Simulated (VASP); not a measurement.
# WC3 (P6_3/mmc) in VASP: relaxation of cell and atoms with PBE

Aim: the relaxation of cell and atoms of WC3 with PBE.

Everything below comes from runs of VASP 6.6.1. Logs are shortened: lines on timing, memory, paths and dates and some standing lists are left out, and cuts for length are marked.

### Step 1. The cell of the first run

It takes space group P6_3/mmc (No. 194, hexagonal). The conventional cell has a = 4.436 Å, b = 4.436 Å, c = 4.352 Å, α = 90.00°, β = 90.00°, γ = 120.00°. Within 3.0 Å of W (site symmetry -6m2) lie 12 C at 2.25 to 2.35 Å. Within 2.0 Å of C (site symmetry mm2) lie 2 C at 1.54 Å.

### Step 2. Relaxation of cell and atoms, PBE

Contents of INCAR:

```
SYSTEM = WC3
ALGO = Normal ; EDIFF = 1E-7
EDIFFG = -0.01 ; ENCUT = 600
GGA = PE ; IBRION = 2
ISIF = 3 ; ISMEAR = 0
LASPH = .True. ; LCHARG = .False.
LREAL = .False. ; LWAVE = .False.
NELM = 80 ; NSW = 100
PREC = Accurate ; SIGMA = 0.1
```

Contents of KPOINTS:

```
k-points
0
Gamma
  12 12 10
  0 0 0
```

Contents of POSCAR:

```
WC3
1.0
    4.4358982408      0.0000000000      0.0000000000
   -2.2179491204      3.8416005651      0.0000000000
    0.0000000000      0.0000000000      4.3522531405
W C
2 6
Direct
    0.3333333333      0.6666666667      0.2500000000
    0.6666666667      0.3333333333      0.7500000000
    0.7820734080      0.5641468161      0.2500000000
    0.2179265920      0.7820734080      0.7500000000
    0.4358531839      0.2179265920      0.2500000000
    0.2179265920      0.4358531839      0.7500000000
    0.7820734080      0.2179265920      0.2500000000
    0.5641468161      0.7820734080      0.7500000000
```

Potentials or basis: VASP PAW PBE potentials, release 64 (W_sv, C).

Run with:

```bash
cat potpaw_PBE.64/W_sv/POTCAR potpaw_PBE.64/C/POTCAR > POTCAR
mpirun -np 1 vasp_std > vasp.out
```

OUTCAR:

```text
SYSTEM = WC3
   EDIFF = 1E-7
   EDIFFG = -0.01
   ENCUT = 600
   GGA = PE
   IBRION = 2
   ISIF = 3
   ISMEAR = 0
   LASPH = .True.
   LREAL = .False.
   NELM = 80
   NSW = 100
   PREC = Accurate

 ion  position               nearest neighbor table
   1  0.333  0.667  0.250-   5 2.25   7 2.25   7 2.25   5 2.25   3 2.25   3 2.25   4 2.35   4 2.35
                             6 2.35   6 2.35   8 2.35   8 2.35   2 3.36   2 3.36   2 3.36   2 3.36
   2  0.667  0.333  0.750-   8 2.25   4 2.25   4 2.25   8 2.25   6 2.25   6 2.25   7 2.35   7 2.35
                             3 2.35   3 2.35   5 2.35   5 2.35   1 3.36   1 3.36   1 3.36   1 3.36
   3  0.782  0.564  0.250-   5 1.54   7 1.54   1 2.25   1 2.25   2 2.35   2 2.35
   4  0.218  0.782  0.750-   6 1.54   8 1.54   2 2.25   2 2.25   1 2.35   1 2.35
   5  0.436  0.218  0.250-   3 1.54   7 1.54   1 2.25   1 2.25   2 2.35   2 2.35
   6  0.218  0.436  0.750-   4 1.54   8 1.54   2 2.25   2 2.25   1 2.35   1 2.35
   7  0.782  0.218  0.250-   3 1.54   5 1.54   1 2.25   1 2.25   2 2.35   2 2.35
   8  0.564  0.782  0.750-   6 1.54   4 1.54   2 2.25   2 2.25   1 2.35   1 2.35

  LATTYP: Found a hexagonal cell.
 ALAT       =     4.4358982408
 C/A-ratio  =     0.9811435935

  Lattice vectors:

 A1 = (   4.4358982408,   0.0000000000,   0.0000000000)
 A2 = (  -2.2179491204,   3.8416005651,   0.0000000000)
 A3 = (   0.0000000000,   0.0000000000,   4.3522531405)

Analysis of symmetry for initial positions (statically):
=====================================================================
 Subroutine PRICEL returns:
 Original cell was already a primitive cell.

 Routine SETGRP: Setting up the symmetry group for a
 hexagonal supercell.

 Subroutine GETGRP returns: Found 24 space group operations
 (whereof 12 operations were pure point group operations)
 out of a pool of 24 trial point group operations.

The static configuration has the point symmetry D_3d.
 The point group associated with its full space group is D_6h.

Analysis of symmetry for dynamics (positions and initial velocities):
=====================================================================
 Subroutine PRICEL returns:
 Original cell was already a primitive cell.

 Routine SETGRP: Setting up the symmetry group for a
 hexagonal supercell.

 Subroutine GETGRP returns: Found 24 space group operations
 (whereof 12 operations were pure point group operations)
 out of a pool of 24 trial point group operations.

The dynamic configuration has the point symmetry D_3d.
 The point group associated with its full space group is D_6h.

[... 120 lines left out ...]
   PSTRESS=    0.0 pullay stress
   NELECT =      52.0000    total number of electrons
   NUPDOWN=      -1.0000    fix difference up-down
   EMIN   =  10.00;   EMAX   =-10.00  energy-range for DOS
   EFERMI =   0.00;   METHOD = LEGACY
   ISMEAR =     0;   SIGMA  =   0.10  broadening in eV -4-tet -1-fermi 0-gaus
   EFERMI_NEDOS =   21; number of points for ismear=-14 and -15
   IALGO  =     38    algorithm
   IMIX   =      4    mixing-type and parameters
     AMIX     =   0.40;   BMIX     =  1.00
     AMIX_MAG =   1.60;   BMIX_MAG =  1.00
  volume/ion in A,a.u.               =       9.27        62.56
  Fermi-wavevector in a.u.,A,eV,Ry     =   1.454365  2.748351 28.778723  2.115176
  Thomas-Fermi vector in A             =   2.571524
   LORBIT       =      0    0 simple, 1 ext, 2 COOP (PROOUT), +10 PAW based schemes
   GGA     = PE    functional components
   LHFCALC =     F    Hartree Fock is set to
   AEXX    =    0.0000 exact exchange contribution
   IVDW    =     0    specifies the selected vdW correction
   LEPSILON=     F    determine dielectric tensor
   LRPA    =     F    only Hartree local field effects (RPA)
 conjugate gradient relaxation of ions
 non-spin polarized calculation
 Gauss-broadening in eV      SIGMA  =   0.10
  energy-cutoff  :      600.00
  volume of cell :       74.17
 maximum number of plane-waves:      2505
 NGX is ok and might be reduce to    36
   NGX = 17   NGY = 17   NGZ = 17

--------------------------------------- Ionic step        1  -------------------------------------------

 number of electron      52.0000001 magnetization

 Free energy of the ion-electron system (eV)
  ---------------------------------------------------
  ext. energy  EPLUGINS =         0.00000000
  ---------------------------------------------------
  free energy    TOTEN  =       -68.28821932 eV

  energy without entropy =      -68.27154427  energy(sigma->0) =      -68.27988180

------------------------ aborting loop because EDIFF is reached ----------------------------------------

  FORCE on cell =-STRESS in cart. coord.  units (eV):
  Direction    XX          YY          ZZ          XY          YZ          ZX
  --------------------------------------------------------------------------------------
  -------------------------------------------------------------------------------------
  Total        1.3484515      1.3484515     -1.7016153      0.0000000      0.0000000      0.0000000
  in kB       29.1298322     29.1298322    -36.7590290      0.0000000      0.0000000      0.0000000
  external PRESSURE =       7.1668785 kB  Pullay stress =       0.0000000 kB
[... 281 lines left out ...]
--------------------------------------- Ionic step        8  -------------------------------------------

 number of electron      51.9999997 magnetization

 Free energy of the ion-electron system (eV)
  ---------------------------------------------------
  ext. energy  EPLUGINS =         0.00000000
  ---------------------------------------------------
  free energy    TOTEN  =       -68.30940159 eV

  energy without entropy =      -68.29600299  energy(sigma->0) =      -68.30270229

 E-fermi :   9.1433     XC(G=0): -12.6775

 val. band max:        9.1416679376   @ k =   0.5000  -0.0000   0.4000
 cond. band min:       9.1444266749   @ k =   0.0833   0.0833   0.5000
 fundamental gap:      0.0027587373
 Fermi energy:         9.1433309900

 k-point     1 :       0.0000    0.0000    0.0000
  band No.  band energies     occupation
      1     -66.0127      2.00000
      2     -66.0001      2.00000
      3     -30.4565      2.00000
      4     -30.3061      2.00000
      5     -30.2348      2.00000
      6     -30.2348      2.00000
[... 805 lines left out ...]
     30      11.5767      0.00000
     31      12.3398      0.00000

 [... further k-points ...]

------------------------ aborting loop because EDIFF is reached ----------------------------------------

  FORCE on cell =-STRESS in cart. coord.  units (eV):
  Direction    XX          YY          ZZ          XY          YZ          ZX
  --------------------------------------------------------------------------------------
  -------------------------------------------------------------------------------------
  Total       -0.0598754     -0.0598754     -0.0723925      0.0000000      0.0000000      0.0000000
  in kB       -1.2928084     -1.2928084     -1.5630739      0.0000000      0.0000000      0.0000000
  external PRESSURE =      -1.3828969 kB  Pullay stress =       0.0000000 kB
[... 23 lines left out ...]
  FREE ENERGIE OF THE ION-ELECTRON SYSTEM (eV)
  ---------------------------------------------------
  free  energy   TOTEN  =       -68.3094015852 eV

  energy  without entropy=      -68.2960029881  energy(sigma->0) =      -68.30270229

 reached required accuracy - stopping structural energy minimisation
```

OSZICAR:

```text
N       E                     dE             d eps       ncg     rms          rms(c)
DAV:   1     0.546307969918E+03    0.54631E+03   -0.32173E+04  7380   0.199E+03
DAV:   2    -0.336130423686E+02   -0.57992E+03   -0.56764E+03  7731   0.538E+02
DAV:   3    -0.778550094561E+02   -0.44242E+02   -0.43207E+02  9142   0.126E+02
[... 76 lines left out ...]
DAV:   3    -0.683094194494E+02    0.64861E-04   -0.26768E-04  8548   0.713E-02    0.285E-02
DAV:   4    -0.683094031008E+02    0.16349E-04   -0.51734E-05  7558   0.533E-02    0.146E-02
DAV:   5    -0.683094021938E+02    0.90695E-06   -0.40223E-06  9605   0.134E-02    0.443E-03
DAV:   6    -0.683094016106E+02    0.58325E-06   -0.95829E-07  7878   0.456E-03    0.919E-04
DAV:   7    -0.683094015852E+02    0.25345E-07   -0.67236E-08  4346   0.170E-03
   8 F= -.68309402E+02 E0= -.68302702E+02  d E =-.600034E-05
```

CONTCAR:

```text
WC3
   1.00000000000000
     4.4659628535967082   -0.0000000000000000    0.0000000000000000
    -2.2329814267983541    3.8676372835361699   -0.0000000000000000
    -0.0000000000000000    0.0000000000000000    4.2959954836958678
  W               C
     2     6
Direct
     0.3333333332999970    0.6666666667000030    0.2500000000000000
     0.6666666667000030    0.3333333332999970    0.7500000000000000
     0.7820820817750556    0.5641641636501061    0.2500000000000000
     0.2179179182249443    0.7820820817750556    0.7500000000000000
     0.4358358363498940    0.2179179182249443    0.2500000000000000
     0.2179179182249443    0.4358358363498940    0.7500000000000000
     0.7820820817750557    0.2179179182249443    0.2500000000000000
     0.5641641636501061    0.7820820817750556    0.7500000000000000

  0.00000000E+00  0.00000000E+00  0.00000000E+00
  0.00000000E+00  0.00000000E+00  0.00000000E+00
  0.00000000E+00  0.00000000E+00  0.00000000E+00
  0.00000000E+00  0.00000000E+00  0.00000000E+00
  0.00000000E+00  0.00000000E+00  0.00000000E+00
  0.00000000E+00  0.00000000E+00  0.00000000E+00
  0.00000000E+00  0.00000000E+00  0.00000000E+00
  0.00000000E+00  0.00000000E+00  0.00000000E+00
```

It took 9.1 min on 1 thread of Intel Xeon 6975P-C (Granite Rapids), shared host; peak memory 0.41 GiB.

Results:

* Free energy: -68.3094 eV
* Relaxed volume: 9.28 Å³/atom
* Relaxed cell: a = 4.466 Å, b = 4.466 Å, c = 4.296 Å, α = 90.00°, β = 90.00°, γ = 120.00°
* Space group after relaxing (to 0.1 Å): P6_3/mmc (No. 194)
* Energy gained by relaxing: 2.6 meV/atom
* Ionic steps: 8
* Pressure after relaxing: -0.1 GPa
* Largest force after relaxing: 0.009 eV/Å
* Band gap on the k mesh: zero (bands 26 and 27 overlap by 1.23 eV)

Forces on the atoms (eV/Å):
```
W    0.000  0.000  0.000
W    0.000  0.000  0.000
C    0.000 -0.009  0.000
C    0.008 -0.004  0.000
C    0.008  0.004  0.000
C    0.000  0.009  0.000
C   -0.008  0.004  0.000
C   -0.008 -0.004  0.000
```

The path:
| step | energy change (eV) | largest force (eV/Å) | pressure (GPa) | volume (Å³) |
| --- | --- | --- | --- | --- |
| 1 | 0.0000 | 0.1500 | 0.72 | 74.17 |
| 2 | -0.0085 | 0.4089 | -2.77 | 74.60 |
| 3 | -0.0140 | 0.2048 | -1.50 | 74.44 |
| 4 | -0.0168 | 0.0658 | 1.45 | 73.80 |
| 5 | -0.0209 | 0.0521 | 0.15 | 74.07 |
| 6 | -0.0211 | 0.0343 | 0.13 | 74.17 |
| 7 | -0.0212 | 0.0026 | 0.13 | 74.13 |
| 8 | -0.0212 | 0.0087 | -0.14 | 74.20 |

Final structure:
```
W C
1.0
     4.46596    0.00000    0.00000
    -2.23298    3.86764    0.00000
     0.00000    0.00000    4.29600
W C
2 6
Direct
  0.33333 0.66667 0.25000
  0.66667 0.33333 0.75000
  0.78208 0.56416 0.25000
  0.21792 0.78208 0.75000
  0.43584 0.21792 0.25000
  0.21792 0.43584 0.75000
  0.78208 0.21792 0.25000
  0.56416 0.78208 0.75000
```

Caveat: spin-orbit coupling is left out, which moves the levels of the heavy elements.
